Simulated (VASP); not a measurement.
Here is a VASP 6.6.1 calculation.

INCAR

```
  PREC = Accurate
  ENCUT = 520
  EDIFF = 1E-7
  ISMEAR = 0
  SIGMA = 0.15
  LREAL = False
  LASPH = True
  NELM = 80
  ALGO = Fast
  ISIF = 2
  LWAVE = False
  LCHARG = True
  GGA = PE
  LELF = True
  LVHAR = True
  NBANDS = 21
```

File KPOINTS:

```
regular mesh
0
Gamma
  16 16 16
```

File POSCAR:

```
Sn
1.0
    0.0000000000      3.3281477812      3.3281477812
    3.2782255645      0.0000000000      3.3281477812
    3.2782255645      3.3281477812      0.0000000000
Sn
2
Direct
    0.5000000000      0.5000000000      0.5000000000
    0.7500000000      0.7500000000      0.7500000000
```

Potentials or basis: VASP PAW PBE potentials, release 64 (Sn_d).

Launch:

```sh
$ cat potpaw_PBE.64/Sn_d/POTCAR > POTCAR
$ mpirun -np 1 vasp_std > vasp.out
```

Task: Predict the band gap on the k mesh.

Result: Zero (band 14 reaches 5.07 eV, above the bottom of band 15 at 4.89 eV).

Task: Predict the pressure.

Result: 0.5 GPa.

Stress tensor (GPa, compression positive):
```
0.76 0.00 0.00
0.00 0.34 0.00
0.00 0.00 0.34
```

Caveat: the cell differs from its parent crystal (strain -0.0150 x Voigt [1, 0, 0, 0, 0, 0]); spin-orbit coupling is left out, which moves the levels of the heavy elements.
